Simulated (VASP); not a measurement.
# CdSe (P6_3mc) in VASP: further runs

CdSe is run at these levels: PBE; tasks: single point.

All numbers are computed with VASP 6.6.1; they aren't measurements. Logs are shortened: lines on timing, memory, paths and dates and some standing lists are left out, and cuts for length are marked.

## 1. The cell of the first run

It takes space group P6_3mc (No. 186, hexagonal). Conventional cell: a = 4.420 Å, b = 4.420 Å, c = 6.636 Å, α = 90.00°, β = 90.00°, γ = 120.00°. Cd (site symmetry 3m) has 4 Se at 2.49 to 2.68 Å within 3.3 Å. Se (site symmetry 3m) has 4 Cd at 2.49 to 2.68 Å within 3.3 Å.

## 2. Single point, PBE

File INCAR:

```
SYSTEM = CdSe
  ALGO = Normal
  EDIFF = 1E-7
  ENCUT = 520
  GGA = PE
  ISIF = 2
  ISMEAR = 0
  LASPH = .TRUE.
  LCHARG = .FALSE.
  LREAL = .FALSE.
  LWAVE = .FALSE.
  NBANDS = 26
  NELM = 80
  PREC = Accurate
  SIGMA = 0.05
```

File KPOINTS:

```
k-points
0
G
  12 12 4
  0 0 0
```

File POSCAR:

```
CdSe
1.0
    4.4196476438      0.0000000000      0.0000000000
   -2.2098238219      3.8275271353      0.0000000000
    0.0000000000      0.0000000000      6.6358812954
Cd Se
2 2
Direct
    0.6666666667      0.3333333333      0.0000000000
    0.3333333333      0.6666666667      0.5000000000
    0.6666666667      0.3333333333      0.3750000000
    0.3333333333      0.6666666667      0.8750000000
```

Potentials or basis: VASP PAW PBE potentials, release 64 (Cd, Se).

Started as:

```bash
> cat potpaw_PBE.64/Cd/POTCAR potpaw_PBE.64/Se/POTCAR > POTCAR
> mpirun -np 1 vasp_std > vasp.out
```

OUTCAR:

```text
SYSTEM = CdSe
   EDIFF = 1E-7
   ENCUT = 520
   GGA = PE
   ISIF = 2
   ISMEAR = 0
   LASPH = .TRUE.
   LREAL = .FALSE.
   NELM = 80
   PREC = Accurate

 ion  position               nearest neighbor table
   1  0.667  0.333  0.000-   3 2.49   4 2.68   4 2.68   4 2.68
   2  0.333  0.667  0.500-   4 2.49   3 2.68   3 2.68   3 2.68
   3  0.667  0.333  0.375-   1 2.49   2 2.68   2 2.68   2 2.68
   4  0.333  0.667  0.875-   2 2.49   1 2.68   1 2.68   1 2.68

  LATTYP: Found a hexagonal cell.
 ALAT       =     4.4196476438
 C/A-ratio  =     1.5014503033

  Lattice vectors:

 A1 = (   4.4196476438,   0.0000000000,   0.0000000000)
 A2 = (  -2.2098238219,   3.8275271353,   0.0000000000)
 A3 = (   0.0000000000,   0.0000000000,   6.6358812954)

Analysis of symmetry for initial positions (statically):
=====================================================================
 Subroutine PRICEL returns:
 Original cell was already a primitive cell.

 Routine SETGRP: Setting up the symmetry group for a
 hexagonal supercell.

 Subroutine GETGRP returns: Found 12 space group operations
 (whereof  6 operations were pure point group operations)
 out of a pool of 24 trial point group operations.

The static configuration has the point symmetry C_3v.
 The point group associated with its full space group is C_6v.

Analysis of symmetry for dynamics (positions and initial velocities):
=====================================================================
 Subroutine PRICEL returns:
 Original cell was already a primitive cell.

 Routine SETGRP: Setting up the symmetry group for a
 hexagonal supercell.

 Subroutine GETGRP returns: Found 12 space group operations
 (whereof  6 operations were pure point group operations)
 out of a pool of 24 trial point group operations.

The dynamic configuration has the point symmetry C_3v.
 The point group associated with its full space group is C_6v.

 Subroutine INISYM returns: Found 12 space group operations
 (whereof  6 operations are pure point group operations),
 and found     1 'primitive' translations

----------------------------------------------------------------------------------------

                                     Primitive cell

  volume of cell :     112.2547

  direct lattice vectors                    reciprocal lattice vectors
     4.419647644  0.000000000  0.000000000     0.226262381  0.130632647  0.000000000
    -2.209823822  3.827527135  0.000000000     0.000000000  0.261265293  0.000000000
     0.000000000  0.000000000  6.635881295     0.000000000  0.000000000  0.150695884

  length of vectors
     4.419647644  4.419647644  6.635881295     0.261265293  0.261265293  0.150695884

  position of ions in fractional coordinates (direct lattice)
     0.666666667  0.333333333  0.000000000
     0.333333333  0.666666667  0.500000000
     0.666666667  0.333333333  0.375000000
     0.333333333  0.666666667  0.875000000

  ion indices of the primitive-cell ions
   primitive index   ion index
                 1           1
                 2           2
                 3           3
                 4           4

----------------------------------------------------------------------------------------

 KPOINTS: k-points

Automatic generation of k-mesh.
 Grid dimensions read from file:
 generate k-points for:   12   12    4

 Generating k-lattice:

  Cartesian coordinates                     Fractional coordinates (reciprocal lattice)
     0.018855198  0.010886054  0.000000000     0.083333333  0.000000000  0.000000000
     0.000000000  0.021772108  0.000000000     0.000000000  0.083333333  0.000000000
     0.000000000  0.000000000  0.037673971     0.000000000  0.000000000  0.250000000

  Length of vectors
     0.021772108  0.021772108  0.037673971

  Shift w.r.t. Gamma in fractional coordinates (k-lattice)
     0.000000000  0.000000000  0.000000000

 Subroutine IBZKPT returns following result:
 ===========================================

 Found     57 irreducible k-points:

 Following reciprocal coordinates:
            Coordinates               Weight
  0.000000  0.000000  0.000000      1.000000
  0.083333 -0.000000  0.000000      6.000000
  0.166667  0.000000  0.000000      6.000000
  0.250000  0.000000  0.000000      6.000000
  0.333333  0.000000  0.000000      6.000000
  0.416667  0.000000  0.000000      6.000000
[... 16 lines left out ...]
  0.250000  0.000000  0.250000     12.000000
  0.333333  0.000000  0.250000     12.000000
 [... further k-points ...]
   k-points           NKPTS =     57   k-points in BZ     NKDIM =     57   number of bands    NBANDS=     26
   number of dos      NEDOS =    301   number of ions     NIONS =      4
   total plane-waves  NPLWV =  64800
   dimension x,y,z NGX =    36 NGY =   36 NGZ =   50
   dimension x,y,z NGXF=    72 NGYF=   72 NGZF=  100
   ions per type =               2   2
   NGX,Y,Z   is equivalent  to a cutoff of  13.54, 13.54, 12.53 a.u.
   NGXF,Y,Z  is equivalent  to a cutoff of  27.08, 27.08, 25.05 a.u.
 SYSTEM =  CdSe
   PREC   = accura    normal or accurate (medium, high low for compatibility)
   ISTART =      0    job   : 0-new  1-cont  2-samecut
   ICHARG =      2    charge: 1-file 2-atom 10-const
   ISPIN  =      1    spin polarized calculation?
   LNONCOLLINEAR =      F non collinear calculations
   LSORBIT =      F    spin-orbit coupling
   LASPH  =      T    aspherical Exc in radial PAW
   ENCUT  =  520.0 eV  38.22 Ry    6.18 a.u.   8.22  8.22 12.34*2*pi/ulx,y,z
   NELM   =     80;   NELMIN=  2; NELMDL= -5     # of ELM steps
   EDIFF  = 0.1E-06   stopping-criterion for ELM
   LREAL  =      F    real-space projection
   EDIFFG = 0.1E-05   stopping-criterion for IOM
   NSW    =      0    number of steps for IOM
   IBRION =     -1    ionic relax: 0-MD 1-quasi-New 2-CG
   NFREE  =      0    steps in history (QN), initial steepest desc. (CG)
   ISIF   =      2    stress and relaxation
   ISYM   =      2    0-nonsym 1-usesym 2-fastsym
   POTIM  = 0.5000    time-step for ionic-motion
   TEBEG  =    0.0;   TEEND  =   0.0 temperature during run
   PSTRESS=    0.0 pullay stress
   NELECT =      36.0000    total number of electrons
   NUPDOWN=      -1.0000    fix difference up-down
   EMIN   =  10.00;   EMAX   =-10.00  energy-range for DOS
   EFERMI =   0.00;   METHOD = LEGACY
   ISMEAR =     0;   SIGMA  =   0.05  broadening in eV -4-tet -1-fermi 0-gaus
   EFERMI_NEDOS =   21; number of points for ismear=-14 and -15
   IALGO  =     38    algorithm
   IMIX   =      4    mixing-type and parameters
     AMIX     =   0.40;   BMIX     =  1.00
     AMIX_MAG =   1.60;   BMIX_MAG =  1.00
  volume/ion in A,a.u.               =      28.06       189.38
  Fermi-wavevector in a.u.,A,eV,Ry     =   1.120575  2.117579 17.084668  1.255688
  Thomas-Fermi vector in A             =   2.257222
   LORBIT       =      0    0 simple, 1 ext, 2 COOP (PROOUT), +10 PAW based schemes
   GGA     = PE    functional components
   LHFCALC =     F    Hartree Fock is set to
   AEXX    =    0.0000 exact exchange contribution
   IVDW    =     0    specifies the selected vdW correction
   LEPSILON=     F    determine dielectric tensor
   LRPA    =     F    only Hartree local field effects (RPA)
 non-spin polarized calculation
 Gauss-broadening in eV      SIGMA  =   0.05
  energy-cutoff  :      520.00
  volume of cell :      112.25
 maximum number of plane-waves:      3050
 NGX is ok and might be reduce to    36

 number of electron      36.0000009 magnetization

 Free energy of the ion-electron system (eV)
  ---------------------------------------------------
  ext. energy  EPLUGINS =         0.00000000
  ---------------------------------------------------
  free energy    TOTEN  =       -10.73739175 eV

  energy without entropy =      -10.73739175  energy(sigma->0) =      -10.73739175

 E-fermi :   1.1791     XC(G=0):  -8.8819

 val. band max:        0.9793014006   @ k =   0.0000   0.0000   0.0000
 cond. band min:       1.6698447038   @ k =   0.0000   0.0000   0.0000
 fundamental gap:      0.6905433033
 Fermi energy:         1.1791095742

 k-point     1 :       0.0000    0.0000    0.0000
  band No.  band energies     occupation
      1     -11.6772      2.00000
      2     -11.2269      2.00000
      3      -7.0483      2.00000
      4      -6.9461      2.00000
      5      -6.9461      2.00000
      6      -6.8452      2.00000
[... 18 lines left out ...]
     25       8.0335      0.00000
     26       9.2180      0.00000

 k-point     2 :       0.0833   -0.0000    0.0000
  band No.  band energies     occupation
      1     -11.6575      2.00000
      2     -11.2209      2.00000
      3      -7.0408      2.00000
      4      -6.9409      2.00000
      5      -6.9328      2.00000
      6      -6.8409      2.00000
[... 18 lines left out ...]
     25       8.1228      0.00000
     26       9.0062      0.00000

 k-point     3 :       0.1667    0.0000    0.0000
  band No.  band energies     occupation
      1     -11.6022      2.00000
      2     -11.2057      2.00000
      3      -7.0201      2.00000
      4      -6.9281      2.00000
      5      -6.8938      2.00000
      6      -6.8263      2.00000
[... 18 lines left out ...]
     25       8.4997      0.00000
     26       8.5507      0.00000

 k-point     4 :       0.2500    0.0000    0.0000
  band No.  band energies     occupation
      1     -11.5224      2.00000
      2     -11.1884      2.00000
      3      -6.9923      2.00000
      4      -6.9139      2.00000
      5      -6.8471      2.00000
      6      -6.7887      2.00000
[... 18 lines left out ...]
     25       8.7714      0.00000
     26       9.1338      0.00000
[... 496 lines left out ...]
      1     -11.5398      2.00000
      2     -11.2580      2.00000
      3      -6.9962      2.00000
      4      -6.9153      2.00000
      5      -6.8829      2.00000
      6      -6.8464      2.00000
[... 18 lines left out ...]
     25       8.1022      0.00000
     26       8.6641      0.00000

 k-point    23 :       0.2500    0.0000    0.2500
  band No.  band energies     occupation
      1     -11.4680      2.00000
      2     -11.2306      2.00000
      3      -6.9794      2.00000
      4      -6.8964      2.00000
      5      -6.8577      2.00000
      6      -6.7983      2.00000
[... 18 lines left out ...]
     25       8.6882      0.00000
     26       8.7182      0.00000

 k-point    24 :       0.3333    0.0000    0.2500
  band No.  band energies     occupation
      1     -11.3907      2.00000
      2     -11.2080      2.00000
      3      -6.9631      2.00000
      4      -6.8812      2.00000
      5      -6.8491      2.00000
      6      -6.7650      2.00000
[... 18 lines left out ...]
     25       8.7721      0.00000
     26       9.4051      0.00000

 [... further k-points ...]

------------------------ aborting loop because EDIFF is reached ----------------------------------------

  FORCE on cell =-STRESS in cart. coord.  units (eV):
  Direction    XX          YY          ZZ          XY          YZ          ZX
  --------------------------------------------------------------------------------------
  -------------------------------------------------------------------------------------
  Total        0.5968787      0.5968787      7.4282543      0.0000000      0.0000000      0.0000000
  in kB        8.5190694      8.5190694    106.0212237      0.0000000      0.0000000      0.0000000
  external PRESSURE =      41.0197875 kB  Pullay stress =       0.0000000 kB

 VOLUME and BASIS-vectors are now :
 -----------------------------------------------------------------------------
  energy-cutoff  :      520.00
  volume of cell :      112.25
      direct lattice vectors                 reciprocal lattice vectors
     4.419647644  0.000000000  0.000000000     0.226262381  0.130632647  0.000000000
    -2.209823822  3.827527135  0.000000000     0.000000000  0.261265293  0.000000000
     0.000000000  0.000000000  6.635881295     0.000000000  0.000000000  0.150695884

 POSITION                                       TOTAL-FORCE (eV/Angst)
 -----------------------------------------------------------------------------------
      2.20982      1.27584      0.00000         0.000000      0.000000     -0.952651
     -0.00000      2.55168      3.31794        -0.000000      0.000000     -0.952651
      2.20982      1.27584      2.48846        -0.000000      0.000000      0.952651
     -0.00000      2.55168      5.80640         0.000000     -0.000000      0.952651
 -----------------------------------------------------------------------------------
    total drift:                               -0.000000     -0.000000     -0.000776

  FREE ENERGIE OF THE ION-ELECTRON SYSTEM (eV)
  ---------------------------------------------------
  free  energy   TOTEN  =       -10.7373917507 eV

  energy  without entropy=      -10.7373917507  energy(sigma->0) =      -10.73739175
```

It took 4.6 min on 1 thread of Intel Xeon 8259CL, shared host; peak memory 0.33 GiB.

Results:

```
Free energy            : -10.7374 eV
Pressure               : 4.1 GPa
Largest force          : 0.953 eV/Å
Band gap on the k mesh : 0.69 eV
```

Forces in eV/Å, atoms in the order of the input:
```
Cd   0.000  0.000 -0.953
Cd   0.000  0.000 -0.953
Se   0.000  0.000  0.953
Se   0.000  0.000  0.953
```

Stress tensor (GPa, compression positive):
```
 0.85  0.00  0.00
 0.00  0.85  0.00
 0.00  0.00 10.60
```

Levels at points of the mesh, in eV from the valence-band top:
```
           k point  band 16  band 17  band 18  band 19  band 20  band 21
(0.00, 0.00, 0.00)    -0.07    -0.07     0.00     0.69     1.81     5.53
(0.50, 0.00, 0.00)    -2.09    -1.39    -0.68     3.02     3.30     5.06
(0.00, 0.00, 0.50)    -0.59    -0.59    -0.59     2.30     2.30     5.94
(0.50, 0.00, 0.50)    -1.44    -1.18    -1.18     3.02     3.02     5.01
```

Caveat: the stress differs along the axes, from 1 to 11 GPa; semilocal functionals underestimate gaps, and a narrow one can read as zero.

## 3. Single point, PBE

This run uses another cell than the first one, of the same volume but with other edges.

File INCAR:

```
ALGO     = Normal         # electronic algorithm
EDIFF    = 1E-6           # SCF threshold, eV
ENCUT    = 520            # plane-wave cutoff, eV
GGA      = PE             # functional
ISIF     = 2              # what is computed and relaxed
ISMEAR   = 0              # smearing method
LASPH    = True           # aspherical terms in the spheres
LCHARG   = False          # write CHGCAR
LREAL    = False          # projectors in reciprocal space
LWAVE    = False          # write WAVECAR
NBANDS   = 26             # bands
NELM     = 80             # most SCF steps
PREC     = Accurate       # precision mode
SIGMA    = 0.05           # smearing width, eV
```

File KPOINTS:

```
k-points
0
Gamma
  12 12 4
```

File POSCAR:

```
CdSe
1.0
    4.1640828394      0.0000000000      0.0000000000
   -2.0820414197      3.6062015224      0.0000000000
    0.0000000000      0.0000000000      7.4754128114
Cd Se
2 2
Direct
    0.6666666667      0.3333333333      0.0000000000
    0.3333333333      0.6666666667      0.5000000000
    0.6666666667      0.3333333333      0.3750000000
    0.3333333333      0.6666666667      0.8750000000
```

Potentials or basis: VASP PAW PBE potentials, release 64 (Cd, Se).

Started as:

```bash
> cat potpaw_PBE.64/Cd/POTCAR potpaw_PBE.64/Se/POTCAR > POTCAR
> mpirun -np 1 vasp_std > vasp.out
```

Wall time 3.5 min (1 thread of Intel Xeon 8259CL, shared host); peak memory 0.32 GiB.

Results (log left out):

* Free energy: -10.7428 eV
* Pressure: 4.1 GPa
* Largest force: 0.580 eV/Å
* Band gap on the k mesh: 0.54 eV

Forces on the atoms (eV/Å):
```
Cd   0.000  0.000  0.580
Cd   0.000  0.000  0.580
Se   0.000  0.000 -0.580
Se   0.000  0.000 -0.580
```

Stress tensor (GPa, compression positive):
```
 6.68  0.00  0.00
 0.00  6.68  0.00
 0.00  0.00 -1.21
```

Levels at points of the mesh, in eV from the valence-band top:
| k point | band 16 | band 17 | band 18 | band 19 | band 20 | band 21 |
| --- | --- | --- | --- | --- | --- | --- |
| (0.00, 0.00, 0.00) | -0.47 | 0.00 | 0.00 | 0.54 | 2.56 | 5.32 |
| (0.50, 0.00, 0.00) | -1.74 | -1.45 | -0.91 | 2.89 | 3.54 | 4.35 |
| (0.00, 0.00, 0.50) | -0.29 | -0.29 | -0.29 | 2.41 | 2.41 | 5.42 |
| (0.50, 0.00, 0.50) | -1.67 | -1.35 | -1.35 | 2.66 | 2.66 | 4.68 |

Caveat: the stress differs along the axes, from -1 to 7 GPa; semilocal functionals underestimate gaps, and a narrow one can read as zero.
